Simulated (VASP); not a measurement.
Set up this calculation in VASP 6.6.1, as the native input.

```
Task                   : single point
Functional             : PBEsol
Potentials or basis    : VASP PAW PBE potentials, release 64 (Ti_sv)
Cutoff                 : 520 eV
k mesh                 : 18 × 18 × 10
Occupations            : gaussian, width 0.15 eV
Spin                   : no spin polarisation
Dipole correction      : no
Further INCAR settings : ALGO = Fast; EDIFF = 1e-06; NBANDS = 19
```

The structure of Ti lies in POSCAR:

```
Ti
1.0
    2.8276831249      0.0000000000      0.0000000000
   -1.4138415624      2.4488454200      0.0000000000
    0.0000000000      0.0000000000      4.4760406454
Ti
2
Direct
    0.3333333333      0.6666666667      0.2500000000
    0.6666666667      0.3333333333      0.7500000000
```

This cell differs from its parent crystal: the cell strained.

The input as run:

INCAR

```
SYSTEM = Ti
  ALGO = Fast
  EDIFF = 1E-6
  ENCUT = 520
  GGA = PS
  ISIF = 2
  ISMEAR = 0
  LASPH = .TRUE.
  LCHARG = .FALSE.
  LREAL = .FALSE.
  LWAVE = .FALSE.
  NBANDS = 19
  NELM = 80
  PREC = Accurate
  SIGMA = 0.15
```

KPOINTS

```
k-points
0
G
  18 18 10
  0 0 0
```

Potentials or basis: VASP PAW PBE potentials, release 64 (Ti_sv).

Run with:

```console
$ cat potpaw_PBE.64/Ti_sv/POTCAR > POTCAR
$ mpirun -np 1 vasp_std > vasp.out
```

It gave:

The pressure is 9.9 GPa. The band gap on the k mesh is zero (bands 12 and 13 overlap by 1.20 eV).

Caveat: the cell differs from its parent crystal (the cell strained); the cell stands under pressure; the PAW data sets were made with another functional, which shifts forces and pressure a little.

Wall time 2.3 min on 1 thread of Intel(R) Xeon(R) 6975P-C (Granite Rapids), with other jobs on the host, peak memory 0.23 GiB.
